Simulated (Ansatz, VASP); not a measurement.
# C in VASP and in Ansatz

The input INCAR:

```
SYSTEM = C
ALGO     = Normal         ! electronic algorithm
EDIFF    = 1E-7           ! SCF threshold, eV
ENCUT    = 520            ! plane-wave cutoff, eV
GGA      = PE             ! functional
ISIF     = 2              ! what is computed and relaxed
ISMEAR   = 0              ! smearing method
LASPH    = .True.         ! aspherical terms in the spheres
LCHARG   = .True.         ! write CHGCAR
LELF     = .True.         ! ELF
LREAL    = .False.        ! projectors in reciprocal space
LVHAR    = .True.       
LWAVE    = .False.        ! write WAVECAR
NBANDS   = 31             ! bands
NELM     = 80             ! most SCF steps
PREC     = Accurate       ! precision mode
SIGMA    = 0.05           ! smearing width, eV
```

KPOINTS

```
k-points
0
Gamma
  12 12 12
  0 0 0
```

Contents of POSCAR:

```
C
1.0
    1.2220000000      0.7055220289     10.0905666667
   -1.2220000000      0.7055220289     10.0905666667
    0.0000000000     -1.4110440579     10.0905666667
C
10
Direct
    0.0248257000      0.0248257000      0.0248257000
    0.9751743000      0.9751743000      0.9751743000
    0.1086810650      0.1086810650      0.1086810650
    0.8913189350      0.8913189350      0.8913189350
    0.1583663742      0.1583663742      0.1583663742
    0.8416336258      0.8416336258      0.8416336258
    0.3748589682      0.3748589682      0.3748589682
    0.6251410318      0.6251410318      0.6251410318
    0.4253192967      0.4253192967      0.4253192967
    0.5746807033      0.5746807033      0.5746807033
```

Input for Ansatz:

```yaml
crystal:
  lattice:
    - [1.222, 0.7055220289, 10.0905666667]
    - [-1.222, 0.7055220289, 10.0905666667]
    - [0.0, -1.4110440579, 10.0905666667]
  atoms:
    - { symbol: C, position: [0.0248257, 0.0248257, 0.0248257] }
    - { symbol: C, position: [0.9751743, 0.9751743, 0.9751743] }
    - { symbol: C, position: [0.108681065, 0.108681065, 0.108681065] }
    - { symbol: C, position: [0.891318935, 0.891318935, 0.891318935] }
    - { symbol: C, position: [0.1583663742, 0.1583663742, 0.1583663742] }
    - { symbol: C, position: [0.8416336258, 0.8416336258, 0.8416336258] }
    - { symbol: C, position: [0.3748589682, 0.3748589682, 0.3748589682] }
    - { symbol: C, position: [0.6251410318, 0.6251410318, 0.6251410318] }
    - { symbol: C, position: [0.4253192967, 0.4253192967, 0.4253192967] }
    - { symbol: C, position: [0.5746807033, 0.5746807033, 0.5746807033] }
basis:
  ecutwfc: 520.0
kpoints:
  mp_grid: { grid: [12, 12, 12] }
hamiltonian:
  xc: pbe
  pseudopotentials: { kind: paw, azcp: { folder: soft_1 } }
scf:
  occupations: { method: gaussian, width: 0.05 }
output:
  forces: true
  stress: true
  eigenvalues: true
```

Alike in both runs: task single point; functional PBE; k mesh 12 × 12 × 12; occupations gaussian, width 0.05 eV; no spin polarisation.

|  | VASP | Ansatz |
| --- | --- | --- |
| version | VASP 6.6.1 | Ansatz 0.2.0 |
| potentials or method | VASP PAW PBE potentials, release 64 (C), cutoff 520 eV | scalar-relativistic, plane waves, PAW |
| valence electrons in the cell | 40 | 40 |

|  | VASP | Ansatz | Ansatz less VASP |
| --- | --- | --- | --- |
| gap on the k mesh at the Fermi level (eV) | 4.72 | 4.74 | +0.012 |
| least direct gap on the mesh (eV) | 5.59 | 5.59 | +0.007 |
| rms of the force components (eV/Å) | 0.046 | 0.044 | -0.0022 |

Atom by atom the forces differ by 0.002 eV/Å (rms over components).
